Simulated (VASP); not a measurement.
# BaTe (Fm-3m) in VASP: further runs

Runs on BaTe. Level: PBE0. Tasks: single point.

Program: VASP 6.6.1. These are calculated values, not measurements. Logs are shortened: lines on timing, memory, paths and dates and some standing lists are left out, and cuts for length are marked.

### Step 1. The cell of the first run

The structure is cubic, space group Fm-3m (No. 225). Conventional cell: a = 6.728 Å, b = 6.728 Å, c = 6.728 Å, α = 90.00°, β = 90.00°, γ = 90.00°. Within 4.4 Å of Ba (site symmetry m-3m) lie 6 Te at 3.36 Å. Te (site symmetry m-3m) has 6 Ba at 3.36 Å within 4.4 Å.

### Step 2. Single point, PBE0

POSCAR reads:

```
BaTe
1.0
    0.0000000000      3.3639132694      3.3639132694
    3.3639132694      0.0000000000      3.3639132694
    3.3639132694      3.3639132694      0.0000000000
Ba Te
1 1
Direct
    0.0000000000      0.0000000000      0.0000000000
    0.5000000000      0.5000000000      0.5000000000
```

INCAR.step1 reads:

```
SYSTEM = BaTe
PREC     = Accurate       ! precision mode
ENCUT    = 520            ! plane-wave cutoff, eV
EDIFF    = 1E-5           ! SCF threshold, eV
ISMEAR   = -1             ! smearing method
SIGMA    = 0.05           ! smearing width, eV
LREAL    = .FALSE.        ! projectors in reciprocal space
LASPH    = .TRUE.         ! aspherical terms in the spheres
NELM     = 60             ! most SCF steps
ALGO     = Normal         ! electronic algorithm
ISIF     = 2              ! what is computed and relaxed
LWAVE    = .TRUE.         ! write WAVECAR
LCHARG   = .FALSE.        ! write CHGCAR
NBANDS   = 15             ! bands
GGA      = PE             ! functional
```

INCAR.step2 reads:

```
SYSTEM = BaTe
PREC     = Accurate       ! precision mode
ENCUT    = 520            ! plane-wave cutoff, eV
EDIFF    = 1E-6           ! SCF threshold, eV
ISMEAR   = -1             ! smearing method
SIGMA    = 0.05           ! smearing width, eV
LREAL    = .FALSE.        ! projectors in reciprocal space
LASPH    = .TRUE.         ! aspherical terms in the spheres
NELM     = 60             ! most SCF steps
ALGO     = Normal         ! electronic algorithm
ISIF     = 2              ! what is computed and relaxed
LWAVE    = .FALSE.        ! write WAVECAR
LCHARG   = .FALSE.        ! write CHGCAR
GGA      = PE             ! functional
LHFCALC  = .TRUE.         ! exact exchange
AEXX     = 0.25           ! exact-exchange fraction
PRECFOCK = Normal       
NBANDS   = 15             ! bands
ISTART   = 1
```

KPOINTS reads:

```
Automatic mesh
0
G
  4 4 4
  0 0 0
```

Potentials or basis: VASP PAW PBE potentials, release 64 (Ba_sv, Te).

Launch:

```sh
$ cat potpaw_PBE.64/Ba_sv/POTCAR potpaw_PBE.64/Te/POTCAR > POTCAR
$ cp INCAR.step1 INCAR
$ mpirun -np 1 vasp_std > vasp.out
$ cp INCAR.step2 INCAR
$ mpirun -np 1 vasp_std > vasp.out
```

OUTCAR:

```text
SYSTEM = BaTe
   PREC = Accurate
   ENCUT = 520
   EDIFF = 1E-6
   ISMEAR = -1
   LREAL = .FALSE.
   LASPH = .TRUE.
   NELM = 60
   ISIF = 2
   GGA = PE
   LHFCALC = .TRUE.
   AEXX = 0.25
   PRECFOCK = Normal
   ISTART = 1

 ion  position               nearest neighbor table
   1  0.000  0.000  0.000-   2 3.36   2 3.36   2 3.36   2 3.36   2 3.36   2 3.36
   2  0.500  0.500  0.500-   1 3.36   1 3.36   1 3.36   1 3.36   1 3.36   1 3.36

  LATTYP: Found a face centered cubic cell.
 ALAT       =     6.7278265388

  Lattice vectors:

 A1 = (   0.0000000000,   3.3639132694,   3.3639132694)
 A2 = (   3.3639132694,   0.0000000000,   3.3639132694)
 A3 = (   3.3639132694,   3.3639132694,   0.0000000000)

Analysis of symmetry for initial positions (statically):
=====================================================================
 Subroutine PRICEL returns:
 Original cell was already a primitive cell.

 Routine SETGRP: Setting up the symmetry group for a
 face centered cubic supercell.

 Subroutine GETGRP returns: Found 48 space group operations
 (whereof 48 operations were pure point group operations)
 out of a pool of 48 trial point group operations.

The static configuration has the point symmetry O_h .

Analysis of symmetry for dynamics (positions and initial velocities):
=====================================================================
 Subroutine PRICEL returns:
 Original cell was already a primitive cell.

 Routine SETGRP: Setting up the symmetry group for a
 face centered cubic supercell.

 Subroutine GETGRP returns: Found 48 space group operations
 (whereof 48 operations were pure point group operations)
 out of a pool of 48 trial point group operations.

The dynamic configuration has the point symmetry O_h .

 Subroutine INISYM returns: Found 48 space group operations
 (whereof 48 operations are pure point group operations),
 and found     1 'primitive' translations

----------------------------------------------------------------------------------------

                                     Primitive cell

  volume of cell :      76.1315

  direct lattice vectors                    reciprocal lattice vectors
     0.000000000  3.363913269  3.363913269    -0.148636412  0.148636412  0.148636412
     3.363913269  0.000000000  3.363913269     0.148636412 -0.148636412  0.148636412
     3.363913269  3.363913269  0.000000000     0.148636412  0.148636412 -0.148636412

  length of vectors
     4.757291768  4.757291768  4.757291768     0.257445818  0.257445818  0.257445818

  position of ions in fractional coordinates (direct lattice)
     0.000000000  0.000000000  0.000000000
     0.500000000  0.500000000  0.500000000

  ion indices of the primitive-cell ions
   primitive index   ion index
                 1           1
                 2           2

----------------------------------------------------------------------------------------

 KPOINTS: Automatic mesh

Automatic generation of k-mesh.
 Grid dimensions read from file:
 generate k-points for:    4    4    4

 Generating k-lattice:

  Cartesian coordinates                     Fractional coordinates (reciprocal lattice)
    -0.037159103  0.037159103  0.037159103     0.250000000  0.000000000  0.000000000
     0.037159103 -0.037159103  0.037159103     0.000000000  0.250000000  0.000000000
     0.037159103  0.037159103 -0.037159103     0.000000000  0.000000000  0.250000000

  Length of vectors
     0.064361455  0.064361455  0.064361455

  Shift w.r.t. Gamma in fractional coordinates (k-lattice)
     0.000000000  0.000000000  0.000000000

 Subroutine IBZKPT returns following result:
 ===========================================

 Found      8 irreducible k-points:

 Following reciprocal coordinates:
            Coordinates               Weight
  0.000000  0.000000  0.000000      1.000000
  0.250000  0.000000  0.000000      8.000000
  0.500000  0.000000  0.000000      4.000000
  0.250000  0.250000  0.000000      6.000000
  0.500000  0.250000  0.000000     24.000000
 -0.250000  0.250000  0.000000     12.000000
  0.500000  0.500000  0.000000      3.000000
 -0.250000  0.500000  0.250000      6.000000
   k-points           NKPTS =      8   k-points in BZ     NKDIM =     64   number of bands    NBANDS=     15
   number of dos      NEDOS =    301   number of ions     NIONS =      2
   total plane-waves  NPLWV =  46656
   dimension x,y,z NGX =    36 NGY =   36 NGZ =   36
   dimension x,y,z NGXF=    72 NGYF=   72 NGZF=   72
   ions per type =               1   1
   NGX,Y,Z   is equivalent  to a cutoff of  12.58, 12.58, 12.58 a.u.
   NGXF,Y,Z  is equivalent  to a cutoff of  25.16, 25.16, 25.16 a.u.
 SYSTEM =  BaTe
   PREC   = accura    normal or accurate (medium, high low for compatibility)
   ISTART =      1    job   : 0-new  1-cont  2-samecut
   ICHARG =      0    charge: 1-file 2-atom 10-const
   ISPIN  =      1    spin polarized calculation?
   LNONCOLLINEAR =      F non collinear calculations
   LSORBIT =      F    spin-orbit coupling
   LASPH  =      T    aspherical Exc in radial PAW
   ENCUT  =  520.0 eV  38.22 Ry    6.18 a.u.   8.85  8.85  8.85*2*pi/ulx,y,z
   NELM   =     60;   NELMIN=  2; NELMDL=  0     # of ELM steps
   EDIFF  = 0.1E-05   stopping-criterion for ELM
   LREAL  =      F    real-space projection
   EDIFFG = 0.1E-04   stopping-criterion for IOM
   NSW    =      0    number of steps for IOM
   IBRION =     -1    ionic relax: 0-MD 1-quasi-New 2-CG
   NFREE  =      0    steps in history (QN), initial steepest desc. (CG)
   ISIF   =      2    stress and relaxation
   ISYM   =      3    0-nonsym 1-usesym 2-fastsym
   POTIM  = 0.5000    time-step for ionic-motion
   TEBEG  =    0.0;   TEEND  =   0.0 temperature during run
   PSTRESS=    0.0 pullay stress
   NELECT =      16.0000    total number of electrons
   NUPDOWN=      -1.0000    fix difference up-down
   EMIN   =  10.00;   EMAX   =-10.00  energy-range for DOS
   EFERMI =   0.00;   METHOD = LEGACY
   ISMEAR =    -1;   SIGMA  =   0.05  broadening in eV -4-tet -1-fermi 0-gaus
   EFERMI_NEDOS =   21; number of points for ismear=-14 and -15
   IALGO  =     38    algorithm
   IMIX   =      1    mixing-type and parameters
     AMIX     =   0.40;   BMIX     =  1.00
     AMIX_MAG =   1.60;   BMIX_MAG =  1.00
  volume/ion in A,a.u.               =      38.07       256.88
  Fermi-wavevector in a.u.,A,eV,Ry     =   0.973330  1.839327 12.889765  0.947371
  Thomas-Fermi vector in A             =   2.103701
   LORBIT       =      0    0 simple, 1 ext, 2 COOP (PROOUT), +10 PAW based schemes
   GGA     = PE    functional components
   LHFCALC =     T    Hartree Fock is set to
   PRECFOCK=normal    Normal, Fast or Accurate (Low or Medium for compatibility)
   ENCUT4O =  -1.0   cutoff for four orbital integrals eV
   NKREDX  =     1    reduce k-point grid by
   NKREDY  =     1    reduce k-point grid by
   NKREDZ  =     1    reduce k-point grid by
   AEXX    =    0.2500 exact exchange contribution
   HFSCREEN=    0.0000 screening length (either q_TF or 0.3 A-1)
   HFSCREENC=   0.0000 screening length for correlation (either q_TF or 0.3 A-1)
   ENCUTFOCK=  -1.0 apply spherical cutoff to Coloumb kernel
   IVDW    =     0    specifies the selected vdW correction
   LEPSILON=     F    determine dielectric tensor
   LRPA    =     F    only Hartree local field effects (RPA)
 non-spin polarized calculation
  energy-cutoff  :      520.00
  volume of cell :       76.13
 maximum number of plane-waves:      2085
  NGX = 28; NGY = 28; NGZ = 28

 number of electron      16.0000000 magnetization

 Free energy of the ion-electron system (eV)
  ---------------------------------------------------
  ext. energy  EPLUGINS =         0.00000000
  ---------------------------------------------------
  free energy    TOTEN  =       -10.17657761 eV

  energy without entropy =      -10.17657761  energy(sigma->0) =      -10.17657761

 E-fermi :   3.3496     XC(G=0):  -6.9201

 val. band max:        2.2186118755   @ k =   0.0000   0.0000   0.0000
 cond. band min:       4.8150026192   @ k =   0.5000   0.5000   0.0000
 fundamental gap:      2.5963907437
 Fermi energy:         3.3495789734

 k-point     1 :       0.0000    0.0000    0.0000
  band No.  band energies     occupation
      1     -26.4851      2.00000
      2     -10.6055      2.00000
      3     -10.6055      2.00000
      4     -10.6055      2.00000
      5      -8.5562      2.00000
      6       2.2186      2.00000
      7       2.2186      2.00000
      8       2.2186      2.00000
      9       6.5858      0.00000
     10       6.5858      0.00000
     11       6.5858      0.00000
     12       7.0628      0.00000
     13       7.3425      0.00000
     14       7.3425      0.00000
     15      10.7516      0.00000

 k-point     2 :       0.2500    0.0000    0.0000
  band No.  band energies     occupation
      1     -26.4704      2.00000
      2     -11.1014      2.00000
      3     -10.6109      2.00000
      4     -10.6109      2.00000
      5      -7.8332      2.00000
      6       0.5209      2.00000
      7       1.3167      2.00000
      8       1.3167      2.00000
      9       6.8258      0.00000
     10       7.4738      0.00000
     11       7.4738      0.00000
     12       9.2247      0.00000
     13       9.2993      0.00000
     14       9.2993      0.00000
     15      12.6496      0.00000

 k-point     3 :       0.5000    0.0000    0.0000
  band No.  band energies     occupation
      1     -26.4557      2.00000
      2     -11.4482      2.00000
      3     -10.6160      2.00000
      4     -10.6160      2.00000
      5      -7.2152      2.00000
      6      -0.6452      2.00000
      7       0.6976      2.00000
      8       0.6976      2.00000
      9       7.9848      0.00000
     10       8.9983      0.00000
     11       9.1388      0.00000
     12       9.1388      0.00000
     13      11.0870      0.00000
     14      11.0870      0.00000
     15      12.4492      0.00000

 k-point     4 :       0.2500    0.2500    0.0000
  band No.  band energies     occupation
      1     -26.4656      2.00000
      2     -10.9918      2.00000
      3     -10.6815      2.00000
      4     -10.6815      2.00000
      5      -7.9694      2.00000
      6       0.2676      2.00000
      7       1.8454      2.00000
      8       1.8454      2.00000
      9       5.4971      0.00000
     10       7.8365      0.00000
     11       7.9228      0.00000
     12       8.6580      0.00000
     13       8.6580      0.00000
     14      11.8665      0.00000
     15      13.3295      0.00000

 k-point     5 :       0.5000    0.2500    0.0000
  band No.  band energies     occupation
      1     -26.4510      2.00000
      2     -11.1895      2.00000
      3     -10.7643      2.00000
      4     -10.6888      2.00000
      5      -7.7182      2.00000
      6       0.2216      2.00000
      7       0.9536      2.00000
      8       1.1971      2.00000
      9       6.2595      0.00000
     10       9.1850      0.00000
     11       9.5340      0.00000
     12       9.7760      0.00000
     13       9.8184      0.00000
     14      10.8520      0.00000
     15      12.0257      0.00000

 k-point     6 :      -0.2500    0.2500    0.0000
  band No.  band energies     occupation
      1     -26.4558      2.00000
      2     -11.2266      2.00000
      3     -10.7790      2.00000
      4     -10.6185      2.00000
      5      -7.5428      2.00000
      6      -0.1444      2.00000
      7       0.7996      2.00000
      8       1.2697      2.00000
      9       7.6689      0.00000
     10       8.0013      0.00000
     11       8.3814      0.00000
     12       8.9130      0.00000
     13       9.9931      0.00000
     14      12.3919      0.00000
     15      13.0812      0.00000

 k-point     7 :       0.5000    0.5000    0.0000
  band No.  band energies     occupation
      1     -26.4462      2.00000
      2     -10.9949      2.00000
      3     -10.7591      2.00000
      4     -10.7591      2.00000
      5      -8.2725      2.00000
      6       0.8911      2.00000
      7       1.7866      2.00000
      8       1.7866      2.00000
      9       4.8150      0.00000
     10       8.4870      0.00000
     11       8.9992      0.00000
     12      10.1523      0.00000
     13      10.2215      0.00000
     14      10.2215      0.00000
     15      12.3054      0.00000

 k-point     8 :      -0.2500    0.5000    0.2500
  band No.  band energies     occupation
      1     -26.4461      2.00000
      2     -10.9338      2.00000
      3     -10.8773      2.00000
      4     -10.8773      2.00000
      5      -7.8457      2.00000
      6       0.5523      2.00000
      7       1.0905      2.00000
      8       1.0905      2.00000
      9       7.3027      0.00000
     10       7.3027      0.00000
     11       9.0482      0.00000
     12       9.5602      0.00000
     13      10.2423      0.00000
     14      12.9092      0.00000
     15      13.2932      0.00000

------------------------ aborting loop because EDIFF is reached ----------------------------------------

  FORCE on cell =-STRESS in cart. coord.  units (eV):
  Direction    XX          YY          ZZ          XY          YZ          ZX
  --------------------------------------------------------------------------------------
  -------------------------------------------------------------------------------------
  Total        2.8620958      2.8620958      2.8620958      0.0000000     -0.0000000     -0.0000000
  in kB       60.2324288     60.2324288     60.2324288      0.0000000     -0.0000000     -0.0000000
  external PRESSURE =      60.2324288 kB  Pullay stress =       0.0000000 kB

 VOLUME and BASIS-vectors are now :
 -----------------------------------------------------------------------------
  energy-cutoff  :      520.00
  volume of cell :       76.13
      direct lattice vectors                 reciprocal lattice vectors
     0.000000000  3.363913269  3.363913269    -0.148636412  0.148636412  0.148636412
     3.363913269  0.000000000  3.363913269     0.148636412 -0.148636412  0.148636412
     3.363913269  3.363913269  0.000000000     0.148636412  0.148636412 -0.148636412

 POSITION                                       TOTAL-FORCE (eV/Angst)
 -----------------------------------------------------------------------------------
      0.00000      0.00000      0.00000         0.000000     -0.000000     -0.000000
      3.36391      3.36391      3.36391        -0.000000      0.000000      0.000000
 -----------------------------------------------------------------------------------
    total drift:                               -0.000000     -0.000000     -0.000000

  FREE ENERGIE OF THE ION-ELECTRON SYSTEM (eV)
  ---------------------------------------------------
  free  energy   TOTEN  =       -10.1765776060 eV

  energy  without entropy=      -10.1765776060  energy(sigma->0) =      -10.17657761
```

Wall time 14 min (1 thread of Intel Xeon 8259CL, shared host); peak memory 0.22 GiB.

What came out:

```yaml
Free_energy: -10.1766 eV
Pressure: 6.0 GPa
Band_gap_on_the_k_mesh: 2.60 eV (least direct gap 3.03 eV)
```

Levels at points of the mesh, in eV from the valence-band top:
```csv
k point,band 5,band 6,band 7,band 8,band 9,band 10,band 11,band 12
"(0.00, 0.00, 0.00)",-10.77,0.00,0.00,0.00,4.37,4.37,4.37,4.84
"(0.50, 0.00, 0.00)",-9.43,-2.86,-1.52,-1.52,5.77,6.78,6.92,6.92
"(0.50, 0.50, 0.00)",-10.49,-1.33,-0.43,-0.43,2.60,6.27,6.78,7.93
```

Caveat: the cell stands under pressure; the PAW data sets were made with another functional, which shifts forces and pressure a little; spin-orbit coupling is left out, which moves the levels of the heavy elements.

### Step 3. Single point, PBE0

This run uses another cell than the first one, of 38.86 Å³/atom.

POSCAR reads:

```
BaTe
1.0
    0.0000000000      3.3871134044      3.3871134044
    3.3871134044      0.0000000000      3.3871134044
    3.3871134044      3.3871134044      0.0000000000
Ba Te
1 1
Direct
    0.0000000000      0.0000000000      0.0000000000
    0.5000000000      0.5000000000      0.5000000000
```

INCAR.step1 reads:

```
PREC     = Accurate       # precision mode
ENCUT    = 520            # plane-wave cutoff, eV
EDIFF    = 1E-5           # SCF threshold, eV
ISMEAR   = -1             # smearing method
SIGMA    = 0.05           # smearing width, eV
LREAL    = False          # projectors in reciprocal space
LASPH    = True           # aspherical terms in the spheres
NELM     = 60             # most SCF steps
ALGO     = Normal         # electronic algorithm
ISIF     = 2              # what is computed and relaxed
LWAVE    = True           # write WAVECAR
GGA      = PE             # functional
NBANDS   = 15             # bands
```

INCAR.step2 reads:

```
PREC     = Accurate       # precision mode
ENCUT    = 520            # plane-wave cutoff, eV
EDIFF    = 1E-6           # SCF threshold, eV
ISMEAR   = -1             # smearing method
SIGMA    = 0.05           # smearing width, eV
LREAL    = False          # projectors in reciprocal space
LASPH    = True           # aspherical terms in the spheres
NELM     = 60             # most SCF steps
ALGO     = Normal         # electronic algorithm
ISIF     = 2              # what is computed and relaxed
LWAVE    = False          # write WAVECAR
LCHARG   = True           # write CHGCAR
GGA      = PE             # functional
LHFCALC  = True           # exact exchange
AEXX     = 0.25           # exact-exchange fraction
PRECFOCK = Normal       
LELF     = True           # ELF
LVHAR    = True         
ISTART   = 1            
NBANDS   = 15             # bands
```

KPOINTS reads:

```
regular mesh
0
Gamma
  4 4 4
```

Potentials or basis: VASP PAW PBE potentials, release 64 (Ba_sv, Te).

Launch:

```sh
$ cat potpaw_PBE.64/Ba_sv/POTCAR potpaw_PBE.64/Te/POTCAR > POTCAR
$ cp INCAR.step1 INCAR
$ mpirun -np 1 vasp_std > vasp.out
$ cp INCAR.step2 INCAR
$ mpirun -np 1 vasp_std > vasp.out
```

It took 15 min on 1 thread of Intel Xeon 8259CL, shared host; peak memory 0.22 GiB.

It converged, with:

* Free energy: -10.2309 eV
* Pressure: 4.9 GPa
* Band gap on the k mesh: 2.66 eV (least direct gap 3.10 eV)

Levels at points of the mesh, in eV from the valence-band top:
| k point | band 5 | band 6 | band 7 | band 8 | band 9 | band 10 | band 11 | band 12 |
| --- | --- | --- | --- | --- | --- | --- | --- | --- |
| (0.00, 0.00, 0.00) | -10.72 | 0.00 | 0.00 | 0.00 | 4.39 | 4.39 | 4.39 | 4.75 |
| (0.50, 0.00, 0.00) | -9.47 | -2.79 | -1.47 | -1.47 | 5.74 | 6.73 | 6.88 | 6.88 |
| (0.50, 0.50, 0.00) | -10.44 | -1.33 | -0.44 | -0.44 | 2.66 | 6.24 | 6.68 | 7.83 |

Caveat: the cell stands under pressure; the PAW data sets were made with another functional, which shifts forces and pressure a little; spin-orbit coupling is left out, which moves the levels of the heavy elements. A k mesh can miss the band edges.
